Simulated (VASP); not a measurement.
A run of VASP 6.6.1 is set up as follows.

Contents of INCAR:

```
SYSTEM = Hf
PREC     = Accurate       ! precision mode
ENCUT    = 520            ! plane-wave cutoff, eV
EDIFF    = 1E-6           ! SCF threshold, eV
ISMEAR   = -1             ! smearing method
SIGMA    = 0.05           ! smearing width, eV
LREAL    = .FALSE.        ! projectors in reciprocal space
LASPH    = .TRUE.         ! aspherical terms in the spheres
NELM     = 100            ! most SCF steps
ALGO     = Normal         ! electronic algorithm
ISIF     = 2              ! what is computed and relaxed
LWAVE    = .FALSE.        ! write WAVECAR
LCHARG   = .TRUE.         ! write CHGCAR
LELF     = .TRUE.         ! ELF
LVHAR    = .TRUE.       
NBANDS   = 11             ! bands
```

File KPOINTS:

```
Automatic mesh
0
G
  10 10 10
  0 0 0
```

Contents of POSCAR:

```
Hf
1.0
    0.0000000000      2.1899963220      2.1899963220
    2.1899963220      0.0000000000      2.1899963220
    2.1899963220      2.1899963220      0.0000000000
Hf
1
Direct
    0.0000000000      0.0000000000      0.0000000000
```

Potentials or basis: VASP PAW LDA potentials, release 64 (Hf_pv).

The run is started by

```sh
$ cat potpaw_LDA.64/Hf_pv/POTCAR > POTCAR
$ mpirun -np 1 vasp_std > vasp.out
```

Problem. Predict the band gap on the k mesh.

Solution. Zero (band 5 reaches 6.42 eV, above the bottom of band 6 at 4.67 eV).

Problem. Predict the pressure.

Solution. -1.3 GPa.

Caveat: spin-orbit coupling is left out, which moves the levels of the heavy elements.
